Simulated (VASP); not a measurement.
# TiO2 (P3_121) in VASP: notebook, part 3 of 3

VASP 6.6.1. The steps go on from the part before.

**5. Single point, r2SCAN+D3(BJ)**

This run uses another cell than the first one, of 16.91 Å³/atom.

POSCAR reads:

```
TiO2
1.0
    5.4432812682      0.0000000000      0.0000000000
   -2.7216406341      4.7140198582      0.0000000000
    0.0000000000      0.0000000000      5.9300740870
Ti O
3 6
Direct
    0.4551670225      0.0000000000      0.3333333333
    0.0000000000      0.4551670225      0.6666666667
    0.5448329775      0.5448329775      0.0000000000
    0.5865555816      0.8753277880      0.1058293905
    0.7112277936      0.1246722120      0.5608372761
    0.2887722064      0.4134444184      0.7724960572
    0.8753277880      0.5865555816      0.8941706095
    0.1246722120      0.7112277936      0.4391627239
    0.4134444184      0.2887722064      0.2275039428
```

INCAR.step1 reads:

```
PREC = Accurate
ENCUT = 520
ISMEAR = -1
SIGMA = 0.05
LREAL = F
LASPH = T
NELM = 80
NBANDS = 46
GGA = PE
ALGO = Normal
EDIFF = 1E-4
LWAVE = T
LCHARG = F
```

INCAR.step2 reads:

```
PREC = Accurate
ENCUT = 520
EDIFF = 1E-7
ISMEAR = -1
SIGMA = 0.05
LREAL = F
LASPH = T
NELM = 80
ALGO = Normal
ISIF = 2
LWAVE = F
LCHARG = F
METAGGA = R2SCAN
LMIXTAU = T
IVDW = 12
VDW_S6 = 1.0
VDW_S8 = 0.78981345
VDW_A1 = 0.49484001
VDW_A2 = 5.73083694
NBANDS = 46
ISTART = 1
```

KPOINTS reads:

```
Automatic mesh
0
Gamma
  6 6 5
```

Launch:

```sh
> cat potpaw_PBE.64/Ti_sv/POTCAR potpaw_PBE.64/O/POTCAR > POTCAR
> cp INCAR.step1 INCAR
> mpirun -np 1 vasp_std > vasp.out
> cp INCAR.step2 INCAR
> mpirun -np 1 vasp_std > vasp.out
```

Run time: 24 min. Hardware: 1 thread of Oxide Virtual Turin-like, shared host; peak memory 0.34 GiB.

Results (log left out):

```
Free energy                : -104.0632 eV
Pressure                   : 0.7 GPa
Largest force              : 0.078 eV/Å
Band gap on the k mesh     : 4.14 eV (least direct gap 4.19 eV)
Dispersion energy per atom : -0.072 eV
```

Forces on the atoms (eV/Å):
```
Ti  -0.018  0.000  0.000
Ti   0.009 -0.015  0.000
Ti   0.009  0.015  0.000
O    0.025  0.059 -0.045
O    0.025 -0.059  0.045
O    0.039 -0.051 -0.045
O    0.039  0.051  0.045
O   -0.063 -0.008 -0.045
O   -0.063  0.008  0.045
```

Levels at points of the mesh, in eV from the valence-band top:
| k point | band 32 | band 33 | band 34 | band 35 | band 36 | band 37 | band 38 | band 39 | band 40 | band 41 |
| --- | --- | --- | --- | --- | --- | --- | --- | --- | --- | --- |
| (0.00, 0.00, 0.00) | -0.83 | -0.83 | -0.45 | -0.30 | -0.30 | 4.25 | 4.72 | 4.72 | 5.04 | 5.04 |
| (0.50, 0.00, 0.00) | -0.80 | -0.75 | -0.71 | -0.23 | 0.00 | 4.37 | 4.39 | 4.66 | 5.31 | 5.76 |

Caveat: three body term missing; the PAW data sets were made with another functional, which shifts forces and pressure a little.

**6. Single point, r2SCAN**

This run uses another cell than the first one, of 17.96 Å³/atom.

POSCAR reads:

```
TiO2
1.0
    5.5540772615      0.0000000000      0.0000000000
   -2.7770386308      4.8099720030      0.0000000000
    0.0000000000      0.0000000000      6.0512289647
Ti O
3 6
Direct
    0.4653629133      0.0000000000      0.3333333333
    0.0000000000      0.4653629133      0.6666666667
    0.5346370867      0.5346370867      0.0000000000
    0.5812950165      0.8545055386      0.1185289265
    0.7267894779      0.1454944614      0.5481377402
    0.2732105221      0.4187049835      0.7851955932
    0.8545055386      0.5812950165      0.8814710735
    0.1454944614      0.7267894779      0.4518622598
    0.4187049835      0.2732105221      0.2148044068
```

INCAR.step1 reads:

```
SYSTEM = TiO2
PREC = Accurate ; ENCUT = 520
ISMEAR = -1 ; SIGMA = 0.05
LREAL = .FALSE. ; LASPH = .TRUE.
NELM = 60 ; NBANDS = 46
GGA = PE ; ALGO = Normal
EDIFF = 1E-4 ; LWAVE = .TRUE.
LCHARG = .FALSE.
```

INCAR.step2 reads:

```
SYSTEM = TiO2
PREC = Accurate ; ENCUT = 520
EDIFF = 1E-6 ; ISMEAR = -1
SIGMA = 0.05 ; LREAL = .FALSE.
LASPH = .TRUE. ; NELM = 60
ALGO = Normal ; ISIF = 2
LWAVE = .FALSE. ; LCHARG = .TRUE.
METAGGA = R2SCAN ; LMIXTAU = .TRUE.
LELF = .TRUE. ; LVHAR = .TRUE.
NBANDS = 46 ; ISTART = 1
```

KPOINTS reads:

```
regular mesh
0
G
  6 6 5
  0 0 0
```

Potentials or basis: VASP PAW PBE potentials, release 64 (Ti_sv, O).

Launch:

```sh
> cat potpaw_PBE.64/Ti_sv/POTCAR potpaw_PBE.64/O/POTCAR > POTCAR
> cp INCAR.step1 INCAR
> mpirun -np 1 vasp_std > vasp.out
> cp INCAR.step2 INCAR
> mpirun -np 1 vasp_std > vasp.out
```

It took 19 min on 1 thread of Oxide Virtual Turin-like, shared host; peak memory 0.37 GiB.

The run converged. Its results:

| Item | Value |
| --- | --- |
| Free energy | -103.4405 eV |
| Pressure | 0.8 GPa |
| Largest force | 0.068 eV/Å |
| Band gap on the k mesh | 4.12 eV (least direct gap 4.13 eV) |

Forces in eV/Å, atoms in the order of the input:
```
Ti  -0.020  0.000  0.000
Ti   0.010 -0.017  0.000
Ti   0.010  0.017  0.000
O    0.029  0.047 -0.039
O    0.029 -0.047  0.039
O    0.026 -0.049 -0.039
O    0.026  0.049  0.039
O   -0.055  0.002 -0.039
O   -0.055 -0.002  0.039
```

Levels at points of the mesh, in eV from the valence-band top:
```csv
k point,band 34,band 35,band 36,band 37,band 38,band 39
"(0.00, 0.00, 0.00)",-0.31,-0.29,-0.29,4.14,4.70,4.70
"(0.50, 0.00, 0.00)",-0.76,-0.17,0.00,4.35,4.36,4.66
```

Caveat: the PAW data sets were made with another functional, which shifts forces and pressure a little.

**7. Relaxation of the atoms, PBE**

This run uses another cell than the first one, of 18.60 Å³/atom.

INCAR reads:

```
SYSTEM = TiO2
  PREC = Accurate
  ENCUT = 520
  EDIFF = 1E-7
  ISMEAR = -1
  SIGMA = 0.05
  LREAL = .FALSE.
  LASPH = .TRUE.
  NELM = 120
  ALGO = Normal
  ISIF = 2
  LWAVE = .FALSE.
  LCHARG = .FALSE.
  GGA = PE
  IBRION = 2
  NSW = 60
  EDIFFG = -0.01
  GGA_COMPAT = .FALSE.
  NELMIN = 4
```

KPOINTS reads:

```
Automatic mesh
0
G
  5 5 4
  0 0 0
```

POSCAR reads:

```
TiO2
1.0
    5.6380449629      0.0000000000      0.0000000000
   -2.8190224815      4.8826901655      0.0000000000
    0.0000000000      0.0000000000      6.0824678800
Ti O
3 6
Direct
    0.4669367500      0.0000000000      0.3333333333
    0.0000000000      0.4669367500      0.6666666667
    0.5330632500      0.5330632500      0.0000000000
    0.5810657200      0.8514331800      0.1206639333
    0.7296325400      0.1485668200      0.5460027333
    0.2703674600      0.4189342800      0.7873306000
    0.8514331800      0.5810657200      0.8793360667
    0.1485668200      0.7296325400      0.4539972667
    0.4189342800      0.2703674600      0.2126694000
```

Launch:

```sh
> cat potpaw_PBE.64/Ti_sv/POTCAR potpaw_PBE.64/O/POTCAR > POTCAR
> mpirun -np 1 vasp_std > vasp.out
```

Wall time 27 min (1 thread of Oxide Virtual Turin-like, shared host); peak memory 0.29 GiB.

Results (log left out):

| Item | Value |
| --- | --- |
| Free energy | -80.4153 eV |
| Energy gained by relaxing | 0.8 meV/atom |
| Ionic steps | 10 |
| Pressure after relaxing | 0.7 GPa |
| Largest force after relaxing | 0.003 eV/Å |
| Band gap on the k mesh | 3.49 eV |

Forces in eV/Å, atoms in the order of the input:
```
Ti  -0.001  0.000  0.000
Ti   0.000  0.000  0.000
Ti   0.000  0.000  0.000
O    0.003  0.000 -0.001
O    0.003  0.000  0.001
O   -0.001 -0.003 -0.001
O   -0.001  0.003  0.001
O   -0.002  0.002 -0.001
O   -0.002 -0.002  0.001
```

Stress tensor (GPa, compression positive):
```
0.60 0.00 0.00
0.00 0.60 0.00
0.00 0.00 0.96
```

Step by step:
```
step  energy change (eV)  largest force (eV/Å)  pressure (GPa)
   1              0.0000                0.1162           -0.51
   2             -0.0027                0.0719           -0.25
   3             -0.0030                0.1054           -0.15
   4             -0.0049                0.0582            0.13
   5             -0.0055                0.0364            0.39
   6             -0.0059                0.0326            0.42
   7             -0.0067                0.0214            0.52
   8             -0.0075                0.0188            0.72
   9             -0.0072                0.0623            0.72
  10             -0.0075                0.0034            0.72
```

Final structure:
```xyz
9
Lattice="5.6380 0.0000 0.0000 -2.8190 4.8827 0.0000 0.0000 0.0000 6.0825" Properties=species:S:1:pos:R:3 pbc="T T T"
Ti    2.6444    0.0000    2.0275
Ti   -1.3222    2.2901    4.0550
Ti    1.4968    2.5926    6.0825
O     0.8844    4.1341    0.7504
O     3.7034    0.7486    3.3046
O     0.3190    2.0497    4.8054
O     3.1381    2.8330    5.3321
O    -1.2035    3.5816    2.7779
O     1.6156    1.3011    1.2771
```

Levels at points of the mesh, in eV from the valence-band top:
| k point | band 33 | band 34 | band 35 | band 36 | band 37 | band 38 | band 39 | band 40 |
| --- | --- | --- | --- | --- | --- | --- | --- | --- |
| (0.00, 0.00, 0.00) | -0.83 | -0.32 | -0.32 | -0.32 | 3.52 | 4.10 | 4.10 | 4.54 |
| (0.00, 0.00, 0.50) | -0.60 | -0.05 | -0.05 | 0.00 | 3.49 | 3.88 | 3.88 | 4.32 |

**8. Summary**

| task | level | potentials or basis | U | cell | k mesh | cutoff (eV) | gap on the mesh (eV) | pressure (GPa) | largest force (eV/Å) |
| --- | --- | --- | --- | --- | --- | --- | --- | --- | --- |
| single point | PBEsol+U | VASP PAW PBE potentials, release 64 (Ti_sv, O) | Ti d U = 3.0 eV | a = 5.717, b = 5.717, c = 6.273 Å, angles 90.0, 90.0, 120.0°, 9 atoms, atomic positions A | 6 × 6 × 5 | 600 | 3.80 | 2.7 | 0.19 |
| relaxation of cell and atoms | LDA+U | VASP PAW LDA potentials, release 64 (Ti_sv, O) | Ti d U = 6.0 eV | relaxed from a = 5.582, b = 5.582, c = 6.082 Å, angles 90.0, 90.0, 120.0°, 9 atoms, atomic positions B | 6 × 6 × 5 | 600 | 4.18 | -0.1 | - |
| relaxation of the atoms | PBE | VASP PAW PBE potentials, release 64 (Ti_sv, O) | - | atoms relaxed from a = 5.526, b = 5.526, c = 6.082 Å, angles 90.0, 90.0, 120.0°, 9 atoms, atomic positions B | 5 × 5 × 4 | 520 | 3.54 | 1.1 | - |
| single point | r2SCAN+D3(BJ) | VASP PAW PBE potentials, release 64 (Ti_sv, O) | - | a = 5.443, b = 5.443, c = 5.930 Å, angles 90.0, 90.0, 120.0°, 9 atoms, atomic positions C | 6 × 6 × 5 | 520 | 4.14 | 0.7 | 0.08 |
| single point | r2SCAN | VASP PAW PBE potentials, release 64 (Ti_sv, O) | - | a = 5.554, b = 5.554, c = 6.051 Å, angles 90.0, 90.0, 120.0°, 9 atoms, atomic positions D | 6 × 6 × 5 | 520 | 4.12 | 0.8 | 0.07 |
| relaxation of the atoms | PBE | VASP PAW PBE potentials, release 64 (Ti_sv, O) | - | atoms relaxed from a = 5.638, b = 5.638, c = 6.082 Å, angles 90.0, 90.0, 120.0°, 9 atoms, atomic positions B | 5 × 5 × 4 | 520 | 3.49 | 0.7 | - |

Alike in all rows: no spin polarisation; smearing fermi-dirac 0.05 eV.

Caveats: the PAW data sets were made with another functional, which shifts forces and pressure a little (at least some runs); three body term missing (at least some runs).

Absolute energies hang on the potentials; compare differences alone.
